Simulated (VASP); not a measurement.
The system is SnO.

```
Sn O
1.0
     3.81370    0.00000    0.00000
     0.00000    3.81370    0.00000
     0.00000    0.00000    4.88691
Sn O
2 2
Direct
  0.50000 0.00000 0.76463
  0.00000 0.50000 0.23537
  0.00000 0.00000 0.00000
  0.50000 0.50000 0.00000
```

```yaml
Program: VASP 6.6.1
Task: relaxation of cell and atoms
Functional: LDA
Potentials_or_basis: VASP PAW LDA potentials, release 64 (Sn_d, O)
Cutoff: 600 eV
k_mesh: 7 × 7 × 6
Occupations: fermi-dirac, width 0.05 eV
Spin: no spin polarisation
```

At the start: pressure -3.1 GPa; volume 17.77 Å³/atom.

Problem. How do energy, volume and symmetry change on relaxing?

Solution. Over 15 steps the energy falls by 11.1 meV/atom and the volume is 16.38 Å³/atom (-7.8 %); space group P4/nmm (No. 129, to 0.05 Å).

Step by step:
| step | energy change (eV) | largest force (eV/Å) | pressure (GPa) | volume (Å³) |
| --- | --- | --- | --- | --- |
| 1 | 0.0000 | 0.1316 | -3.09 | 71.08 |
| 2 | -0.0059 | 0.7179 | 2.41 | 67.61 |
| 3 | -0.0195 | 0.3156 | -0.19 | 69.16 |
| 4 | -0.0270 | 0.1945 | -0.18 | 68.53 |
| 5 | -0.0322 | 0.0188 | -0.14 | 67.60 |
| 6 | -0.0324 | 0.0252 | -0.15 | 67.36 |
| 7 | -0.0387 | 0.0166 | 0.12 | 66.65 |
| 8 | -0.0434 | 0.0744 | 0.58 | 65.56 |
| 9 | -0.0436 | 0.0852 | 0.70 | 65.33 |
| 10 | -0.0389 | 0.2689 | -1.46 | 65.89 |
| 11 | -0.0445 | 0.0179 | 0.05 | 65.49 |
| 12 | -0.0445 | 0.0224 | 0.08 | 65.50 |
| 13 | -0.0431 | 0.1465 | -0.69 | 65.70 |
| 14 | -0.0445 | 0.0214 | 0.00 | 65.50 |
| 15 | -0.0445 | 0.0042 | 0.07 | 65.52 |

Final structure:
```xyz
4
Lattice="3.7649 0.0000 0.0000 0.0000 3.7649 0.0000 0.0000 0.0000 4.6227" Properties=species:S:1:pos:R:3 pbc="T T T"
Sn    1.8824    0.0000    3.4723
Sn    3.7649    1.8824    1.1503
O     0.0000    0.0000    4.6227
O     1.8824    1.8824    4.6227
```
